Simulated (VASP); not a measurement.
# LiCl: relaxation of cell and atoms with revPBE+D3(BJ)

Crystal: LiCl.

```
Li Cl
1.0
     0.00000    2.56477    2.56477
     2.56477    0.00000    2.56477
     2.56477    2.56477    0.00000
Li Cl
1 1
Direct
  0.00000 0.00000 0.00000
  0.50000 0.50000 0.50000
```

```json
{
  "Program": "VASP 6.6.1",
  "Task": "relaxation of cell and atoms",
  "Functional": "revPBE",
  "Dispersion": "D3(BJ)",
  "Potentials or basis": "VASP PAW PBE potentials, release 64 (Li_sv, Cl)",
  "Cutoff": "600 eV",
  "k mesh": "6 × 6 × 6",
  "Occupations": "gaussian, width 0.01 eV",
  "Spin": "no spin polarisation",
  "Dipole correction": "no",
  "Further INCAR settings": "ALGO = Normal; EDIFF = 1e-07; IBRION = 2; EDIFFG = -0.05; NSW = 80; ISIF = 3"
}
```

```yaml
Relaxed_volume: 15.65 Å³/atom
Relaxed_cell: a = 3.537 Å, b = 3.537 Å, c = 3.537 Å, α = 60.00°, β = 60.00°, γ = 60.00°
Space_group_after_relaxing_to_0.05_Å: Fm-3m (No. 225)
Energy_gained_by_relaxing: 10.7 meV/atom
Ionic_steps: 3
Pressure_after_relaxing: -0.1 GPa
Band_gap_on_the_k_mesh: 6.99 eV, direct
Dispersion_energy_per_atom: -0.484 eV
```

The path:
| step | energy change (eV) | largest force (eV/Å) | pressure (GPa) | volume (Å³) |
| --- | --- | --- | --- | --- |
| 1 | 0.0000 | 0.0000 | -2.53 | 33.74 |
| 2 | -0.0159 | 0.0000 | -1.38 | 32.46 |
| 3 | -0.0214 | 0.0000 | -0.11 | 31.30 |

Final structure:
```cif
data_structure
_symmetry_space_group_name_H-M 'P 1'
_symmetry_Int_Tables_number 1
_cell_length_a 3.5373
_cell_length_b 3.5373
_cell_length_c 3.5373
_cell_angle_alpha 60.000
_cell_angle_beta 60.000
_cell_angle_gamma 60.000
_cell_volume 31.30
loop_
_atom_site_label
_atom_site_type_symbol
_atom_site_fract_x
_atom_site_fract_y
_atom_site_fract_z
_atom_site_occupancy
Li1 Li 0.00000 0.00000 0.00000 1
Cl1 Cl 0.50000 0.50000 0.50000 1
```

Levels at points of the mesh, in eV from the valence-band top:
```csv
k point,band 2,band 3,band 4,band 5,band 6,band 7,band 8,band 9
"(0.00, 0.00, 0.00)",-13.67,0.00,0.00,0.00,6.99,12.06,12.06,12.06
"(0.50, 0.00, 0.00)",-13.00,-3.09,-0.29,-0.29,7.01,9.68,9.68,13.96
"(0.50, 0.50, 0.00)",-12.70,-3.21,-1.23,-1.23,8.19,8.28,13.30,14.96
```

Wall time 18 s on 1 thread of Intel(R) Xeon(R) Platinum 8259CL CPU @ 2.50GHz (Skylake/Cascade Lake), on a shared host, peak memory 0.17 GiB.

Caveat: the cutoff is under 1.25 times the usual one of these potentials, so pressure, stress and relaxed cells hold a basis-set (Pulay) error; the PAW data sets were made with another functional, which shifts forces and pressure a little. A k mesh can miss the band edges.
